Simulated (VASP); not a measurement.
Input of a VASP 6.6.1 run:

Contents of INCAR:

```
PREC = Accurate
ENCUT = 600
EDIFF = 1E-6
ISMEAR = -1
SIGMA = 0.05
LREAL = False
LASPH = True
NELM = 80
ALGO = Normal
ISIF = 3
LWAVE = False
LCHARG = False
GGA = PS
IBRION = 2
NSW = 80
EDIFFG = -0.02
PSTRESS = 200.0
```

Contents of KPOINTS:

```
regular mesh
0
Gamma
  6 6 6
```

POSCAR

```
Ga3Se
1.0
    4.4324650000      0.0000000000      0.0000000000
    0.0000000000      4.4324650000      0.0000000000
    0.0000000000      0.0000000000      4.4324650000
Se Ga
1 3
Direct
    0.0000000000      0.0000000000      0.0000000000
    0.5000000000      0.5000000000      0.0000000000
    0.5000000000      0.0000000000      0.5000000000
    0.0000000000      0.5000000000      0.5000000000
```

Potentials or basis: VASP PAW PBE potentials, release 64 (Se, Ga_d).

Run with:

```sh
$ cat potpaw_PBE.64/Se/POTCAR potpaw_PBE.64/Ga_d/POTCAR > POTCAR
$ mpirun -np 1 vasp_std > vasp.out
```

(1) Estimate the band gap on the k mesh.

(2) Estimate the relaxed cell.

(3) Estimate the relaxed volume.

Results:

(1) zero (an odd number of electrons rules out a gap without spin polarisation).

(2) a = 3.977 Å, b = 3.977 Å, c = 3.977 Å, α = 90.00°, β = 90.00°, γ = 90.00°.

(3) 15.73 Å³/atom.

Caveat: the cell is relaxed towards a set pressure, so the run minimises the enthalpy, not the energy; the volume moved by over 15 % at a fixed basis, so the end points are rough; the PAW data sets were made with another functional, which shifts forces and pressure a little.
